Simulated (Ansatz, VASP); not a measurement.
# Bi2C: VASP beside Ansatz

File INCAR:

```
SYSTEM = Bi2C
  PREC = Accurate
  ENCUT = 600
  EDIFF = 1E-6
  ISMEAR = 0
  SIGMA = 0.1
  LREAL = .False.
  LASPH = .True.
  NELM = 100
  ALGO = Normal
  ISIF = 3
  LWAVE = .False.
  LCHARG = .False.
  GGA = PE
  IBRION = 2
  NSW = 90
  EDIFFG = -0.04
```

KPOINTS

```
regular mesh
0
Gamma
  6 6 2
  0 0 0
```

Contents of POSCAR:

```
Bi2C
1.0
    3.3777314871      0.0000000000      0.0000000000
   -1.6888657436      2.9252012750      0.0000000000
    0.0000000000      0.0000000000     13.1379903805
Bi C
4 2
Direct
    0.3333333333      0.6666666667      0.6275000000
    0.6666666667      0.3333333333      0.1275000000
    0.3333333333      0.6666666667      0.8725000000
    0.6666666667      0.3333333333      0.3725000000
    0.3333333333      0.6666666667      0.2500000000
    0.6666666667      0.3333333333      0.7500000000
```

Input for Ansatz:

```yaml
crystal:
  lattice:
    - [3.3777314871, 0.0, 0.0]
    - [-1.6888657436, 2.925201275, 0.0]
    - [0.0, 0.0, 13.1379903805]
  atoms:
    - { symbol: Bi, position: [0.3333333333, 0.6666666667, 0.6275] }
    - { symbol: Bi, position: [0.6666666667, 0.3333333333, 0.1275] }
    - { symbol: Bi, position: [0.3333333333, 0.6666666667, 0.8725] }
    - { symbol: Bi, position: [0.6666666667, 0.3333333333, 0.3725] }
    - { symbol: C, position: [0.3333333333, 0.6666666667, 0.25] }
    - { symbol: C, position: [0.6666666667, 0.3333333333, 0.75] }
basis:
  ecutwfc: 420
kpoints:
  mp_grid: { grid: [6, 6, 2] }
hamiltonian:
  xc: pbe
scf:
  occupations: { method: gaussian, width: 0.1 }
  lower_state_search: "off"
output:
  forces: true
  stress: true
  eigenvalues: true
relax:
  adjacent_minimum: "off"
  f_tol: 0.04
  max_steps: 70
  cell: { stress_tol: 0.4 }
```

Alike in both runs: task relaxation of cell and atoms; functional PBE; k mesh 6 × 6 × 2; occupations gaussian, width 0.1 eV; no spin polarisation.

|  | VASP | Ansatz |
| --- | --- | --- |
| version | VASP 6.6.1 | Ansatz 0.2.0 |
| potentials or method | VASP PAW PBE potentials, release 64 (Bi_d, C), cutoff 600 eV | scalar-relativistic, plane waves, PAW |
| valence electrons in the cell | 68 | 68 |

Ansatz gave:

- gap on the k mesh at the Fermi level, each at its own relaxed structure (eV): none
- relaxed volume (Å³/atom): 22.60
- relaxed cell length with the largest relative difference (Å): 12.533

**Question.** Which values does VASP return?

**Answer.** gap on the k mesh at the Fermi level, each at its own relaxed structure (eV): none; relaxed volume (Å³/atom): 22.58; relaxed cell length with the largest relative difference (Å): 12.517.

A gap of «none» marks a metal or a gap that the smearing closes.

Spin-orbit coupling is off throughout.
